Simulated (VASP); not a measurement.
# ZnF2 (P4_2/mnm) in VASP: single point with r2SCAN

Aim: the single point of ZnF2 with r2SCAN.

Everything below comes from runs of VASP 6.6.1. Logs are shortened: lines on timing, memory, paths and dates and some standing lists are left out, and cuts for length are marked.

## Step 1: The cell of the first run

Symmetry: P4_2/mnm, No. 136, tetragonal system. The conventional cell has a = 4.799 Å, b = 4.799 Å, c = 3.176 Å, α = 90.00°, β = 90.00°, γ = 90.00°. Zn (site symmetry mmm) has 6 F at 2.07 Å within 2.7 Å. F (site symmetry m2m) has 3 Zn at 2.07 Å and 1 F at 2.66 Å within 2.7 Å.

## Step 2: Single point, r2SCAN

Contents of POSCAR:

```
ZnF2
1.0
    4.7994298519      0.0000000000      0.0000000000
    0.0000000000      4.7994298519      0.0000000000
    0.0000000000      0.0000000000      3.1762544017
Zn F
2 4
Direct
    0.0000000000      0.0000000000      0.0000000000
    0.5000000000      0.5000000000      0.5000000000
    0.6957099756      0.3042900244      0.0000000000
    0.8042900244      0.8042900244      0.5000000000
    0.3042900244      0.6957099756      0.0000000000
    0.1957099756      0.1957099756      0.5000000000
```

Contents of INCAR.step1:

```
PREC = Accurate
ENCUT = 660
ISMEAR = 0
SIGMA = 0.02
LREAL = F
LASPH = T
NELM = 120
NBANDS = 35
GGA = PE
ALGO = Normal
EDIFF = 1E-5
LWAVE = T
LCHARG = F
GGA_COMPAT = F
```

Contents of INCAR.step2:

```
PREC = Accurate
ENCUT = 660
EDIFF = 1E-6
ISMEAR = 0
SIGMA = 0.02
LREAL = F
LASPH = T
NELM = 120
ALGO = Normal
ISIF = 2
LWAVE = F
LCHARG = F
METAGGA = R2SCAN
LMIXTAU = T
NBANDS = 35
ISTART = 1
GGA_COMPAT = F
```

Contents of KPOINTS:

```
Automatic mesh
0
Gamma
  6 6 8
```

Potentials or basis: VASP PAW PBE potentials, release 64 (Zn, F).

Started as:

```bash
$ cat potpaw_PBE.64/Zn/POTCAR potpaw_PBE.64/F/POTCAR > POTCAR
$ cp INCAR.step1 INCAR
$ mpirun -np 1 vasp_std > vasp.out
$ cp INCAR.step2 INCAR
$ mpirun -np 1 vasp_std > vasp.out
```

OUTCAR:

```text
PREC = Accurate
   ENCUT = 660
   EDIFF = 1E-6
   ISMEAR = 0
   LREAL = F
   LASPH = T
   NELM = 120
   ISIF = 2
   METAGGA = R2SCAN
   ISTART = 1

 ion  position               nearest neighbor table
   1  0.000  0.000  0.000-   3 2.07   5 2.07   4 2.07   6 2.07   4 2.07   6 2.07
   2  0.500  0.500  0.500-   4 2.07   6 2.07   5 2.07   3 2.07   3 2.07   5 2.07
   3  0.696  0.304  0.000-   1 2.07   2 2.07   2 2.07
   4  0.804  0.804  0.500-   2 2.07   1 2.07   1 2.07
   5  0.304  0.696  0.000-   1 2.07   2 2.07   2 2.07
   6  0.196  0.196  0.500-   2 2.07   1 2.07   1 2.07

  LATTYP: Found a simple tetragonal cell.
 ALAT       =     4.7994298519
 C/A-ratio  =     0.6617982760

  Lattice vectors:

 A1 = (   4.7994298519,   0.0000000000,   0.0000000000)
 A2 = (   0.0000000000,   4.7994298519,   0.0000000000)
 A3 = (   0.0000000000,   0.0000000000,   3.1762544017)

Analysis of symmetry for initial positions (statically):
=====================================================================
 Subroutine PRICEL returns:
 Original cell was already a primitive cell.

 Routine SETGRP: Setting up the symmetry group for a
 simple tetragonal supercell.

 Subroutine GETGRP returns: Found 16 space group operations
 (whereof  8 operations were pure point group operations)
 out of a pool of 16 trial point group operations.

The static configuration has the point symmetry D_2h.
 The point group associated with its full space group is D_4h.

Analysis of symmetry for dynamics (positions and initial velocities):
=====================================================================
 Subroutine PRICEL returns:
 Original cell was already a primitive cell.

 Routine SETGRP: Setting up the symmetry group for a
 simple tetragonal supercell.

 Subroutine GETGRP returns: Found 16 space group operations
 (whereof  8 operations were pure point group operations)
 out of a pool of 16 trial point group operations.

The dynamic configuration has the point symmetry D_2h.
 The point group associated with its full space group is D_4h.

 Subroutine INISYM returns: Found 16 space group operations
 (whereof  8 operations are pure point group operations),
 and found     1 'primitive' translations

----------------------------------------------------------------------------------------

                                     Primitive cell

  volume of cell :      73.1635

  direct lattice vectors                    reciprocal lattice vectors
     4.799429852  0.000000000  0.000000000     0.208358082  0.000000000  0.000000000
     0.000000000  4.799429852  0.000000000     0.000000000  0.208358082  0.000000000
     0.000000000  0.000000000  3.176254402     0.000000000  0.000000000  0.314836242

  length of vectors
     4.799429852  4.799429852  3.176254402     0.208358082  0.208358082  0.314836242

  position of ions in fractional coordinates (direct lattice)
     0.000000000  0.000000000  0.000000000
     0.500000000  0.500000000  0.500000000
     0.695709976  0.304290024  0.000000000
     0.804290024  0.804290024  0.500000000
     0.304290024  0.695709976  0.000000000
     0.195709976  0.195709976  0.500000000

  ion indices of the primitive-cell ions
   primitive index   ion index
                 1           1
                 2           2
                 3           3
                 4           4
                 5           5
                 6           6

----------------------------------------------------------------------------------------

 KPOINTS: Automatic mesh

Automatic generation of k-mesh.
 Grid dimensions read from file:
 generate k-points for:    6    6    8

 Generating k-lattice:

  Cartesian coordinates                     Fractional coordinates (reciprocal lattice)
     0.034726347  0.000000000  0.000000000     0.166666667  0.000000000  0.000000000
     0.000000000  0.034726347  0.000000000     0.000000000  0.166666667  0.000000000
     0.000000000  0.000000000  0.039354530     0.000000000  0.000000000  0.125000000

  Length of vectors
     0.034726347  0.034726347  0.039354530

  Shift w.r.t. Gamma in fractional coordinates (k-lattice)
     0.000000000  0.000000000  0.000000000

 Subroutine IBZKPT returns following result:
 ===========================================

 Found     50 irreducible k-points:

 Following reciprocal coordinates:
            Coordinates               Weight
  0.000000  0.000000  0.000000      1.000000
  0.166667  0.000000  0.000000      4.000000
  0.333333  0.000000  0.000000      4.000000
  0.500000  0.000000  0.000000      2.000000
  0.166667  0.166667  0.000000      4.000000
  0.333333  0.166667  0.000000      8.000000
[... 16 lines left out ...]
  0.333333  0.000000  0.250000      8.000000
  0.500000  0.000000  0.250000      4.000000
 [... further k-points ...]
   k-points           NKPTS =     50   k-points in BZ     NKDIM =     50   number of bands    NBANDS=     35
   number of dos      NEDOS =    301   number of ions     NIONS =      6
   total plane-waves  NPLWV =  44800
   dimension x,y,z NGX =    40 NGY =   40 NGZ =   28
   dimension x,y,z NGXF=    80 NGYF=   80 NGZF=   56
   ions per type =               2   4
   NGX,Y,Z   is equivalent  to a cutoff of  13.86, 13.86, 14.66 a.u.
   NGXF,Y,Z  is equivalent  to a cutoff of  27.71, 27.71, 29.31 a.u.
 SYSTEM =  unknown system
   PREC   = accura    normal or accurate (medium, high low for compatibility)
   ISTART =      1    job   : 0-new  1-cont  2-samecut
   ICHARG =      0    charge: 1-file 2-atom 10-const
   ISPIN  =      1    spin polarized calculation?
   LNONCOLLINEAR =      F non collinear calculations
   LSORBIT =      F    spin-orbit coupling
   LASPH  =      T    aspherical Exc in radial PAW
   ENCUT  =  660.0 eV  48.51 Ry    6.96 a.u.  10.05 10.05  6.65*2*pi/ulx,y,z
   NELM   =    120;   NELMIN=  2; NELMDL=  0     # of ELM steps
   EDIFF  = 0.1E-05   stopping-criterion for ELM
   LREAL  =      F    real-space projection
   EDIFFG = 0.1E-04   stopping-criterion for IOM
   NSW    =      0    number of steps for IOM
   IBRION =     -1    ionic relax: 0-MD 1-quasi-New 2-CG
   NFREE  =      0    steps in history (QN), initial steepest desc. (CG)
   ISIF   =      2    stress and relaxation
   ISYM   =      2    0-nonsym 1-usesym 2-fastsym
   POTIM  = 0.5000    time-step for ionic-motion
   TEBEG  =    0.0;   TEEND  =   0.0 temperature during run
   PSTRESS=    0.0 pullay stress
   NELECT =      52.0000    total number of electrons
   NUPDOWN=      -1.0000    fix difference up-down
   EMIN   =  10.00;   EMAX   =-10.00  energy-range for DOS
   EFERMI =   0.00;   METHOD = LEGACY
   ISMEAR =     0;   SIGMA  =   0.02  broadening in eV -4-tet -1-fermi 0-gaus
   EFERMI_NEDOS =   21; number of points for ismear=-14 and -15
   IALGO  =     38    algorithm
   IMIX   =      4    mixing-type and parameters
     AMIX     =   0.40;   BMIX     =  1.00
     AMIX_MAG =   1.60;   BMIX_MAG =  1.00
  volume/ion in A,a.u.               =      12.19        82.29
  Fermi-wavevector in a.u.,A,eV,Ry     =   1.460981  2.760853 29.041146  2.134464
  Thomas-Fermi vector in A             =   2.577366
   LORBIT       =      0    0 simple, 1 ext, 2 COOP (PROOUT), +10 PAW based schemes
   METAGGA = R2SCAN    functional components
   LHFCALC =     F    Hartree Fock is set to
   AEXX    =    0.0000 exact exchange contribution
   IVDW    =     0    specifies the selected vdW correction
   LEPSILON=     F    determine dielectric tensor
   LRPA    =     F    only Hartree local field effects (RPA)
 non-spin polarized calculation
 Gauss-broadening in eV      SIGMA  =   0.02
  energy-cutoff  :      660.00
  volume of cell :       73.16
 maximum number of plane-waves:      2844
   NGX = 21   NGY = 21   NGZ = 13

 number of electron      51.9999973 magnetization

 Free energy of the ion-electron system (eV)
  ---------------------------------------------------
  ext. energy  EPLUGINS =         0.00000000
  ---------------------------------------------------
  free energy    TOTEN  =       -45.62962648 eV

  energy without entropy =      -45.62962648  energy(sigma->0) =      -45.62962648

 E-fermi :  -2.0676     XC(G=0): -10.6467

 val. band max:       -2.2417016178   @ k =   0.0000   0.0000   0.0000
 cond. band min:       1.9219565288   @ k =   0.0000   0.0000   0.0000
 fundamental gap:      4.1636581467
 Fermi energy:        -2.0676270953

 k-point     1 :       0.0000    0.0000    0.0000
  band No.  band energies     occupation
      1     -24.8444      2.00000
      2     -24.1974      2.00000
      3     -24.1974      2.00000
      4     -24.1710      2.00000
      5      -7.9555      2.00000
      6      -7.2511      2.00000
[... 27 lines left out ...]
     34      13.4603      0.00000
     35      13.4603      0.00000

 k-point     2 :       0.1667    0.0000    0.0000
  band No.  band energies     occupation
      1     -24.8088      2.00000
      2     -24.2789      2.00000
      3     -24.1897      2.00000
      4     -24.1367      2.00000
      5      -7.8332      2.00000
      6      -7.2066      2.00000
[... 27 lines left out ...]
     34      14.0463      0.00000
     35      14.0636      0.00000

 k-point     3 :       0.3333    0.0000    0.0000
  band No.  band energies     occupation
      1     -24.7095      2.00000
      2     -24.4133      2.00000
      3     -24.1696      2.00000
      4     -24.1294      2.00000
      5      -7.5087      2.00000
      6      -7.1090      2.00000
[... 27 lines left out ...]
     34      14.6545      0.00000
     35      14.7222      0.00000
[... 723 lines left out ...]
 k-point    23 :       0.3333    0.0000    0.2500
  band No.  band energies     occupation
      1     -24.5778      2.00000
      2     -24.3516      2.00000
      3     -24.1654      2.00000
      4     -24.1503      2.00000
      5      -7.1825      2.00000
      6      -6.8485      2.00000
[... 27 lines left out ...]
     34      13.0929      0.00000
     35      13.6119      0.00000

 k-point    24 :       0.5000    0.0000    0.2500
  band No.  band energies     occupation
      1     -24.4679      2.00000
      2     -24.4679      2.00000
      3     -24.1556      2.00000
      4     -24.1556      2.00000
      5      -6.8744      2.00000
      6      -6.8744      2.00000
[... 27 lines left out ...]
     34      12.6862      0.00000
     35      14.7532      0.00000

 [... further k-points ...]

------------------------ aborting loop because EDIFF is reached ----------------------------------------

  FORCE on cell =-STRESS in cart. coord.  units (eV):
  Direction    XX          YY          ZZ          XY          YZ          ZX
  --------------------------------------------------------------------------------------
  -------------------------------------------------------------------------------------
  Total       -2.4722417     -2.4722417     -2.7944548     -0.0000000      0.0000000      0.0000000
  in kB      -54.1385887    -54.1385887    -61.1946000     -0.0000000      0.0000000      0.0000000
  external PRESSURE =     -56.4905925 kB  Pullay stress =       0.0000000 kB

 VOLUME and BASIS-vectors are now :
 -----------------------------------------------------------------------------
  energy-cutoff  :      660.00
  volume of cell :       73.16
      direct lattice vectors                 reciprocal lattice vectors
     4.799429852  0.000000000  0.000000000     0.208358082  0.000000000  0.000000000
     0.000000000  4.799429852  0.000000000     0.000000000  0.208358082  0.000000000
     0.000000000  0.000000000  3.176254402     0.000000000  0.000000000  0.314836242

 POSITION                                       TOTAL-FORCE (eV/Angst)
 -----------------------------------------------------------------------------------
      0.00000      0.00000      0.00000        -0.000000      0.000000      0.000000
      2.39971      2.39971      1.58813        -0.000000      0.000000      0.000000
      3.33901      1.46042      0.00000        -0.016543      0.016543      0.000000
      3.86013      3.86013      1.58813         0.016543      0.016543      0.000000
      1.46042      3.33901      0.00000         0.016543     -0.016543      0.000000
      0.93930      0.93930      1.58813        -0.016543     -0.016543      0.000000
 -----------------------------------------------------------------------------------
    total drift:                               -0.000000      0.000000     -0.000000

  FREE ENERGIE OF THE ION-ELECTRON SYSTEM (eV)
  ---------------------------------------------------
  free  energy   TOTEN  =       -45.6296264772 eV

  energy  without entropy=      -45.6296264772  energy(sigma->0) =      -45.62962648
```

It took 5.3 min on 1 thread of Intel Xeon 6975P-C (Granite Rapids), shared host; peak memory 0.3 GiB.

Results:

- Free energy: -45.6296 eV
- Pressure: -5.6 GPa
- Largest force: 0.023 eV/Å
- Band gap on the k mesh: 4.16 eV

Forces on the atoms (eV/Å):
```
Zn   0.000  0.000  0.000
Zn   0.000  0.000  0.000
F   -0.017  0.017  0.000
F    0.017  0.017  0.000
F    0.017 -0.017  0.000
F   -0.017 -0.017  0.000
```

Caveat: the cell stands under tension; the PAW data sets were made with another functional, which shifts forces and pressure a little. A k mesh can miss the band edges.
